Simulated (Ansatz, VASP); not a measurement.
## Pd: VASP beside Ansatz

```xyz
1
Lattice="0.0000 1.9559 1.9559 1.9559 0.0000 1.9559 1.9559 1.9559 0.0000" Properties=species:S:1:pos:R:3 pbc="T T T"
Pd    0.0000    0.0000    0.0000
```

Alike in both runs: task single point; functional r2SCAN; k mesh 23 × 23 × 23; occupations fermi-dirac, width 0.1 eV; no spin polarisation.

|  | VASP | Ansatz |
| --- | --- | --- |
| version | VASP 6.6.1 | Ansatz 0.2.0 |
| potentials or method | VASP PAW PBE potentials, release 64 (Pd), cutoff 520 eV | plane waves (500 eV) with PAW, scalar-relativistic |
| valence electrons in the cell | 10 | 18 |

VASP gave:

```
pressure (GPa) : 0.5
```

Q: Which values does Ansatz return?

A: Pressure (GPa): -0.2.

VASP's potentials were made for PBE, not for r2SCAN. With one functional, cell and mesh, what is left measures potentials, basis and numerics. VASP's potentials hold 10 valence electrons a cell and Ansatz's 18, so a difference there can come from the potentials and not from the codes.
